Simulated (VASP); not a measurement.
# As (Fd-3m) in VASP: further runs

The runs below take As through single point, with PBE.

All numbers are computed with VASP 6.6.1; they aren't measurements. Logs are shortened: lines on timing, memory, paths and dates and some standing lists are left out, and cuts for length are marked.

### Step 1. The cell of the first run

It takes space group Fd-3m (No. 227, cubic). The conventional cell has a = 5.948 Å, b = 5.948 Å, c = 5.948 Å, α = 90.00°, β = 90.00°, γ = 90.00°. Within 3.4 Å of As (site symmetry -43m) lie 4 As at 2.58 Å.

### Step 2. Single point, PBE (volume scaled by 0.92)

Input file INCAR:

```
PREC = Accurate ; ENCUT = 520
EDIFF = 1E-6 ; ISMEAR = -1
SIGMA = 0.1 ; LREAL = F
LASPH = T ; NELM = 100
ALGO = Normal ; ISIF = 2
LWAVE = F ; LCHARG = T
GGA = PE ; LELF = T
LVHAR = T ; NBANDS = 12
```

Input file KPOINTS:

```
regular mesh
0
Gamma
  10 10 10
```

Input file POSCAR:

```
As
1.0
    0.0000000000      2.9742341115      2.9742341115
    2.9742341115      0.0000000000      2.9742341115
    2.9742341115      2.9742341115      0.0000000000
As
2
Direct
    0.1250000000      0.1250000000      0.1250000000
    0.8750000000      0.8750000000      0.8750000000
```

Potentials or basis: VASP PAW PBE potentials, release 64 (As).

Run with:

```bash
$ cat potpaw_PBE.64/As/POTCAR > POTCAR
$ mpirun -np 1 vasp_std > vasp.out
```

OUTCAR:

```text
PREC = Accurate
   ENCUT = 520
   EDIFF = 1E-6
   ISMEAR = -1
   LREAL = F
   LASPH = T
   NELM = 100
   ISIF = 2
   GGA = PE

 ion  position               nearest neighbor table
   1  0.125  0.125  0.125-   2 2.58   2 2.58   2 2.58   2 2.58
   2  0.875  0.875  0.875-   1 2.58   1 2.58   1 2.58   1 2.58

  LATTYP: Found a face centered cubic cell.
 ALAT       =     5.9484682230

  Lattice vectors:

 A1 = (   0.0000000000,   2.9742341115,   2.9742341115)
 A2 = (   2.9742341115,   0.0000000000,   2.9742341115)
 A3 = (   2.9742341115,   2.9742341115,   0.0000000000)

Analysis of symmetry for initial positions (statically):
=====================================================================
 Subroutine PRICEL returns:
 Original cell was already a primitive cell.

 Routine SETGRP: Setting up the symmetry group for a
 face centered cubic supercell.

 Subroutine GETGRP returns: Found 48 space group operations
 (whereof 12 operations were pure point group operations)
 out of a pool of 48 trial point group operations.

The static configuration has the point symmetry D_3d.
 The point group associated with its full space group is O_h .

Analysis of symmetry for dynamics (positions and initial velocities):
=====================================================================
 Subroutine PRICEL returns:
 Original cell was already a primitive cell.

 Routine SETGRP: Setting up the symmetry group for a
 face centered cubic supercell.

 Subroutine GETGRP returns: Found 48 space group operations
 (whereof 12 operations were pure point group operations)
 out of a pool of 48 trial point group operations.

The dynamic configuration has the point symmetry D_3d.
 The point group associated with its full space group is O_h .

 Subroutine INISYM returns: Found 48 space group operations
 (whereof 12 operations are pure point group operations),
 and found     1 'primitive' translations

----------------------------------------------------------------------------------------

                                     Primitive cell

  volume of cell :      52.6206

  direct lattice vectors                    reciprocal lattice vectors
     0.000000000  2.974234111  2.974234111    -0.168110506  0.168110506  0.168110506
     2.974234111  0.000000000  2.974234111     0.168110506 -0.168110506  0.168110506
     2.974234111  2.974234111  0.000000000     0.168110506  0.168110506 -0.168110506

  length of vectors
     4.206202218  4.206202218  4.206202218     0.291175937  0.291175937  0.291175937

  position of ions in fractional coordinates (direct lattice)
     0.125000000  0.125000000  0.125000000
     0.875000000  0.875000000  0.875000000

  ion indices of the primitive-cell ions
   primitive index   ion index
                 1           1
                 2           2

----------------------------------------------------------------------------------------

 KPOINTS: regular mesh

Automatic generation of k-mesh.
 Grid dimensions read from file:
 generate k-points for:   10   10   10

 Generating k-lattice:

  Cartesian coordinates                     Fractional coordinates (reciprocal lattice)
    -0.016811051  0.016811051  0.016811051     0.100000000  0.000000000  0.000000000
     0.016811051 -0.016811051  0.016811051     0.000000000  0.100000000  0.000000000
     0.016811051  0.016811051 -0.016811051     0.000000000  0.000000000  0.100000000

  Length of vectors
     0.029117594  0.029117594  0.029117594

  Shift w.r.t. Gamma in fractional coordinates (k-lattice)
     0.000000000  0.000000000  0.000000000

 Subroutine IBZKPT returns following result:
 ===========================================

 Found     47 irreducible k-points:

 Following reciprocal coordinates:
            Coordinates               Weight
  0.000000  0.000000  0.000000      1.000000
  0.100000  0.000000  0.000000      8.000000
  0.200000  0.000000  0.000000      8.000000
  0.300000  0.000000  0.000000      8.000000
  0.400000  0.000000  0.000000      8.000000
  0.500000  0.000000  0.000000      4.000000
[... 16 lines left out ...]
  0.300000  0.300000  0.000000      6.000000
  0.400000  0.300000  0.000000     24.000000
 [... further k-points ...]
   k-points           NKPTS =     47   k-points in BZ     NKDIM =     47   number of bands    NBANDS=     12
   number of dos      NEDOS =    301   number of ions     NIONS =      2
   total plane-waves  NPLWV =  32768
   dimension x,y,z NGX =    32 NGY =   32 NGZ =   32
   dimension x,y,z NGXF=    64 NGYF=   64 NGZF=   64
   ions per type =               2
   NGX,Y,Z   is equivalent  to a cutoff of  12.65, 12.65, 12.65 a.u.
   NGXF,Y,Z  is equivalent  to a cutoff of  25.30, 25.30, 25.30 a.u.
 SYSTEM =  unknown system
   PREC   = accura    normal or accurate (medium, high low for compatibility)
   ISTART =      0    job   : 0-new  1-cont  2-samecut
   ICHARG =      2    charge: 1-file 2-atom 10-const
   ISPIN  =      1    spin polarized calculation?
   LNONCOLLINEAR =      F non collinear calculations
   LSORBIT =      F    spin-orbit coupling
   LASPH  =      T    aspherical Exc in radial PAW
   ENCUT  =  520.0 eV  38.22 Ry    6.18 a.u.   7.82  7.82  7.82*2*pi/ulx,y,z
   NELM   =    100;   NELMIN=  2; NELMDL= -5     # of ELM steps
   EDIFF  = 0.1E-05   stopping-criterion for ELM
   LREAL  =      F    real-space projection
   EDIFFG = 0.1E-04   stopping-criterion for IOM
   NSW    =      0    number of steps for IOM
   IBRION =     -1    ionic relax: 0-MD 1-quasi-New 2-CG
   NFREE  =      0    steps in history (QN), initial steepest desc. (CG)
   ISIF   =      2    stress and relaxation
   ISYM   =      2    0-nonsym 1-usesym 2-fastsym
   POTIM  = 0.5000    time-step for ionic-motion
   TEBEG  =    0.0;   TEEND  =   0.0 temperature during run
   PSTRESS=    0.0 pullay stress
   NELECT =      10.0000    total number of electrons
   NUPDOWN=      -1.0000    fix difference up-down
   EMIN   =  10.00;   EMAX   =-10.00  energy-range for DOS
   EFERMI =   0.00;   METHOD = LEGACY
   ISMEAR =    -1;   SIGMA  =   0.10  broadening in eV -4-tet -1-fermi 0-gaus
   EFERMI_NEDOS =   21; number of points for ismear=-14 and -15
   IALGO  =     38    algorithm
   IMIX   =      4    mixing-type and parameters
     AMIX     =   0.40;   BMIX     =  1.00
     AMIX_MAG =   1.60;   BMIX_MAG =  1.00
  volume/ion in A,a.u.               =      26.31       177.55
  Fermi-wavevector in a.u.,A,eV,Ry     =   0.941217  1.778642 12.053253  0.885889
  Thomas-Fermi vector in A             =   2.068706
   LORBIT       =      0    0 simple, 1 ext, 2 COOP (PROOUT), +10 PAW based schemes
   GGA     = PE    functional components
   LHFCALC =     F    Hartree Fock is set to
   AEXX    =    0.0000 exact exchange contribution
   IVDW    =     0    specifies the selected vdW correction
   LEPSILON=     F    determine dielectric tensor
   LRPA    =     F    only Hartree local field effects (RPA)
 non-spin polarized calculation
  energy-cutoff  :      520.00
  volume of cell :       52.62
 maximum number of plane-waves:      1428
   NGX = 15   NGY = 15   NGZ = 15

 number of electron      10.0000002 magnetization

 Free energy of the ion-electron system (eV)
  ---------------------------------------------------
  ext. energy  EPLUGINS =         0.00000000
  ---------------------------------------------------
  free energy    TOTEN  =        -8.67058016 eV

  energy without entropy =       -8.62820205  energy(sigma->0) =       -8.64939111

 E-fermi :   3.5800     XC(G=0):  -8.9269

 val. band max:        3.5773774020   @ k =   0.4000   0.3000   0.0000
 cond. band min:       3.9137654742   @ k =   0.1000   0.1000   0.0000
 fundamental gap:      0.3363880722
 Fermi energy:         3.5800415547

 k-point     1 :       0.0000    0.0000    0.0000
  band No.  band energies     occupation
      1     -10.6016      2.00000
      2      -1.9378      2.00000
      3       1.3708      2.00000
      4       1.3708      2.00000
      5       1.3708      2.00000
      6       4.2197      0.00333
      7       4.2197      0.00333
      8       4.2197      0.00333
      9       8.5424      0.00000
     10      11.5558      0.00000
     11      11.5558      0.00000
     12      13.4141      0.00000

 k-point     2 :       0.1000    0.0000    0.0000
  band No.  band energies     occupation
      1     -10.5072      2.00000
      2      -2.4487      2.00000
      3       1.2269      2.00000
      4       1.2269      2.00000
      5       1.4785      2.00000
      6       4.4293      0.00041
      7       4.4293      0.00041
      8       4.4619      0.00030
      9       9.0114      0.00000
     10      11.1355      0.00000
     11      11.1355      0.00000
     12      12.9964      0.00000

 k-point     3 :       0.2000    0.0000    0.0000
  band No.  band energies     occupation
      1     -10.2325      2.00000
      2      -3.5333      2.00000
      3       0.9218      2.00000
      4       0.9218      2.00000
      5       1.4267      2.00000
      6       4.8769      0.00000
      7       4.8769      0.00000
      8       5.3347      0.00000
      9       9.9702      0.00000
     10      10.7433      0.00000
     11      10.7433      0.00000
     12      12.5950      0.00000

 k-point     4 :       0.3000    0.0000    0.0000
  band No.  band energies     occupation
      1      -9.8122      2.00000
      2      -4.6946      2.00000
      3       0.6282      2.00000
      4       0.6282      2.00000
      5       1.1910      2.00000
      6       5.2650      0.00000
      7       5.2650      0.00000
      8       6.6856      0.00000
      9      10.3608      0.00000
     10      10.9170      0.00000
     11      10.9170      0.00000
     12      13.0661      0.00000

 k-point     5 :       0.4000    0.0000    0.0000
  band No.  band energies     occupation
      1      -9.3489      2.00000
      2      -5.6476      2.00000
      3       0.4311      2.00000
      4       0.4311      2.00000
      5       0.9880      2.00000
      6       5.4572      0.00000
      7       5.4572      0.00000
      8       8.1370      0.00000
      9      10.3739      0.00000
     10      11.7261      0.00000
     11      11.7261      0.00000
     12      12.7037      0.00000
[... 228 lines left out ...]
      1      -9.1818      2.00000
      2      -5.7481      2.00000
      3      -1.1571      2.00000
      4       0.3188      2.00000
      5       2.6926      1.99972
      6       5.7443      0.00000
      7       5.9430      0.00000
      8       6.9527      0.00000
      9      10.3560      0.00000
     10      10.6837      0.00000
     11      12.4853      0.00000
     12      14.0146      0.00000

 k-point    22 :      -0.2000    0.2000    0.0000
  band No.  band energies     occupation
      1      -9.6533      2.00000
      2      -4.9105      2.00000
      3      -0.7311      2.00000
      4       0.6602      2.00000
      5       2.5306      1.99994
      6       5.3496      0.00000
      7       5.3779      0.00000
      8       6.4430      0.00000
      9       9.9698      0.00000
     10      11.1969      0.00000
     11      11.6087      0.00000
     12      14.4315      0.00000

 k-point    23 :       0.3000    0.3000    0.0000
  band No.  band energies     occupation
      1      -9.4859      2.00000
      2      -5.1654      2.00000
      3      -0.2820      2.00000
      4      -0.2820      2.00000
      5       2.9226      1.99721
      6       3.4073      1.69818
      7       7.2507      0.00000
      8       7.2507      0.00000
      9       9.0129      0.00000
     10      12.2626      0.00000
     11      12.9605      0.00000
     12      15.9460      0.00000

 k-point    24 :       0.4000    0.3000    0.0000
  band No.  band energies     occupation
      1      -9.0569      2.00000
      2      -5.8817      2.00000
      3      -0.6960      2.00000
      4      -0.4563      2.00000
      5       3.0213      1.99254
      6       3.5774      1.01332
      7       7.4827      0.00000
      8       7.7203      0.00000
      9       9.8999      0.00000
     10      12.4094      0.00000
     11      13.4660      0.00000
     12      15.2379      0.00000

 [... further k-points ...]
[... 5 lines left out ...]
  --------------------------------------------------------------------------------------
  -------------------------------------------------------------------------------------
  Total        1.4812819      1.4812819      1.4812819      0.0000000     -0.0000000     -0.0000000
  in kB       45.1016947     45.1016947     45.1016947      0.0000000     -0.0000000     -0.0000000
  external PRESSURE =      45.1016947 kB  Pullay stress =       0.0000000 kB

 VOLUME and BASIS-vectors are now :
 -----------------------------------------------------------------------------
  energy-cutoff  :      520.00
  volume of cell :       52.62
      direct lattice vectors                 reciprocal lattice vectors
     0.000000000  2.974234111  2.974234111    -0.168110506  0.168110506  0.168110506
     2.974234111  0.000000000  2.974234111     0.168110506 -0.168110506  0.168110506
     2.974234111  2.974234111  0.000000000     0.168110506  0.168110506 -0.168110506

 POSITION                                       TOTAL-FORCE (eV/Angst)
 -----------------------------------------------------------------------------------
      0.74356      0.74356      0.74356        -0.000000      0.000000     -0.000000
      5.20491      5.20491      5.20491         0.000000     -0.000000      0.000000
 -----------------------------------------------------------------------------------
    total drift:                                0.000000      0.000000     -0.000000

  FREE ENERGIE OF THE ION-ELECTRON SYSTEM (eV)
  ---------------------------------------------------
  free  energy   TOTEN  =        -8.6705801599 eV

  energy  without entropy=       -8.6282020532  energy(sigma->0) =       -8.64939111
```

Run time: 50 s. Hardware: 1 thread of AMD EPYC 7R13, shared host; peak memory 0.15 GiB.

What came out:

| Quantity | Value |
| --- | --- |
| Free energy | -8.6706 eV |
| Pressure | 4.5 GPa |
| Band gap on the k mesh | zero (band 5 reaches 4.53 eV, above the bottom of band 6 at 2.89 eV) |

### Step 3. Single point, PBE (volume scaled by 0.96)

Input file INCAR:

```
PREC = Accurate
ENCUT = 520
EDIFF = 1E-6
ISMEAR = -1
SIGMA = 0.1
LREAL = F
LASPH = T
NELM = 60
ALGO = Normal
ISIF = 2
LWAVE = F
LCHARG = F
GGA = PE
NBANDS = 12
```

Input file KPOINTS:

```
Automatic mesh
0
Gamma
  10 10 10
```

Input file POSCAR:

```
As
1.0
    0.0000000000      3.0167289116      3.0167289116
    3.0167289116      0.0000000000      3.0167289116
    3.0167289116      3.0167289116      0.0000000000
As
2
Direct
    0.1250000000      0.1250000000      0.1250000000
    0.8750000000      0.8750000000      0.8750000000
```

Potentials or basis: VASP PAW PBE potentials, release 64 (As).

Run with:

```bash
$ cat potpaw_PBE.64/As/POTCAR > POTCAR
$ mpirun -np 1 vasp_std > vasp.out
```

Run time: 48 s. Hardware: 1 thread of AMD EPYC 7R13, shared host; peak memory 0.15 GiB.

It converged, with:

```
Free energy            : -8.7167 eV
Pressure               : 2.0 GPa
Band gap on the k mesh : zero (band 5 reaches 4.09 eV, above the bottom of band 6 at 2.58 eV)
```

Levels at points of the mesh, in eV from the Fermi level:
```tsv
k point	band 2	band 3	band 4	band 5	band 6	band 7	band 8	band 9
(0.00, 0.00, 0.00)	-5.77	-2.12	-2.12	-2.12	0.67	0.67	0.67	4.93
(0.50, 0.00, 0.00)	-9.51	-3.08	-3.08	-2.65	1.92	1.92	5.04	7.15
(0.50, 0.50, 0.00)	-11.04	-4.18	-4.18	-0.63	-0.63	5.25	5.25	7.70
```
